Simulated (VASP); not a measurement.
Runs of VASP 6.6.1 on Cu2H3. The structure is that of space group Pmmm (No. 47), or close to it. The cells are those of the table. The cell was generated, and may not be a known phase.

```csv
task,cell,k mesh,cutoff (eV),gap on the mesh (eV),pressure (GPa),relaxed volume (Å³/atom)
relaxation of cell and atoms,"relaxed from a = 3.292, b = 4.050, c = 4.882 Å, 5 atoms",6 × 4 × 4,600,none,0.0,13.02
single point,"a = 3.292, b = 4.050, c = 4.882 Å, 5 atoms",6 × 4 × 4,520,none,5.3,-
single point,"a = 2.758, b = 4.829, c = 5.265 Å, 5 atoms",14 × 8 × 8,520,none,0.0,-
single point,"a = 2.772, b = 4.815, c = 4.963 Å, 5 atoms",6 × 4 × 4,520,none,0.0,-
relaxation of cell and atoms,"relaxed from a = 2.772, b = 4.815, c = 4.963 Å, 5 atoms",14 × 8 × 8,600,none,0.0,(a)
```

Alike in all rows: level PBE; potentials or basis VASP PAW PBE potentials, release 64 (Cu, H); no spin polarisation; smearing gaussian 0.1 eV.

Q: Fill in the values left out.

A: (a) 14.02.

Caveats: some runs use coarse meshes; an odd number of electrons without spin polarisation forces a metal; a magnetic or distorted state may lie lower; a cell axis changed by over 15 % at a fixed basis, so the end point is rough (at least some runs).

A gap of «none» marks levels without a gap at the run's occupations.
